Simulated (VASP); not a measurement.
A run of VASP 6.6.1 is set up as follows.

The input INCAR:

```
ALGO = Normal
EDIFF = 1E-6
ENCUT = 520
GGA = PS
ISIF = 2
ISMEAR = -1
LASPH = T
LCHARG = F
LREAL = F
LWAVE = F
NBANDS = 26
NELM = 60
PREC = Accurate
SIGMA = 0.1
```

File KPOINTS:

```
k-points
0
Gamma
  7 7 7
```

POSCAR

```
LuZn
1.0
    3.4596888963      0.0000000000      0.0000000000
    0.0000000000      3.4596888963      0.0000000000
    0.0000000000      0.0000000000      3.4596888963
Lu Zn
1 1
Direct
    0.0000000000      0.0000000000      0.0000000000
    0.5000000000      0.5000000000      0.5000000000
```

Potentials or basis: VASP PAW PBE potentials, release 64 (Lu, Zn).

The run is started by

```bash
$ cat potpaw_PBE.64/Lu/POTCAR potpaw_PBE.64/Zn/POTCAR > POTCAR
$ mpirun -np 1 vasp_std > vasp.out
```

Question: Predict the pressure.

Answer: -1.7 GPa.

Caveat: the PAW data sets were made with another functional, which shifts forces and pressure a little.
